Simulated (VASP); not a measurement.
The system is Pd.

```xyz
1
Lattice="2.7528 0.0000 0.0000 1.3764 2.3840 0.0000 1.3764 0.7947 2.2476" Properties=species:S:1:pos:R:3 pbc="T T T"
Pd    0.0000    0.0000    0.0000
```

| Quantity | Value |
| --- | --- |
| Program | VASP 6.6.1 |
| Task | relaxation of volume and atoms at fixed shape |
| Functional | LDA |
| Potentials or basis | VASP PAW LDA potentials, release 64 (Pd) |
| Cutoff | 600 eV |
| k mesh | 10 × 10 × 10 |
| Occupations | fermi-dirac, width 0.05 eV |
| Spin | no spin polarisation |

At the start: pressure -8.3 GPa; volume 14.75 Å³/atom.

Q: Where does the relaxation end?

A: Over 3 steps the energy falls by 16.1 meV/atom and the volume is 14.17 Å³/atom (-3.9 %); space group Fm-3m (No. 225, to 0.05 Å).

The path:
```tsv
step	energy change (eV)	largest force (eV/Å)	pressure (GPa)	volume (Å³)
1	0.0000	0.0000	-8.35	14.75
2	0.0414	0.0000	20.11	13.17
3	-0.0161	0.0000	-0.21	14.17
```

Final structure:
```yaml
crystal:
  lattice:
    - [2.71634, 0.00000, 0.00000]
    - [1.35817, 2.35242, 0.00000]
    - [1.35817, 0.78414, 2.21788]
  atoms:
    - { symbol: Pd, position: [0.00000, 0.00000, 0.00000] }
```
